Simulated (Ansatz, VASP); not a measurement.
Two plane-wave programs on As

```
CELL_PARAMETERS angstrom
3.68900 0.00000 0.00000
-1.84450 3.19477 0.00000
0.00000 0.00000 28.00000
ATOMIC_POSITIONS crystal
As 0.33333 0.66667 0.53171
As 0.66667 0.33333 0.46829
```

Alike in both runs: task single point; functional LDA; k mesh 9 × 9 × 1; occupations gaussian, width 0.02 eV; no spin polarisation.

```csv
,VASP,Ansatz
version,VASP 6.6.1,Ansatz 0.2.0
potentials or method,"VASP PAW LDA potentials, release 64 (As), cutoff 520 eV","scalar-relativistic, plane waves, PAW"
valence electrons in the cell,10,30
```

|  | VASP | Ansatz | Ansatz less VASP |
| --- | --- | --- | --- |
| gap on the k mesh at the Fermi level (eV) | 0.06 | 0.05 | -0.002 |
| least direct gap on the mesh (eV) | 0.98 | 0.97 | -0.011 |
| rms of the force components (eV/Å) | 2.221 | 2.231 | +0.0096 |

LDA's correlation is that of Perdew and Zunger in VASP and of Perdew and Wang (1992) in Ansatz. Atom by atom the forces differ by 0.010 eV/Å (rms over components). VASP's potentials hold 10 valence electrons a cell and Ansatz's 30, so a difference there can come from the potentials and not from the codes.
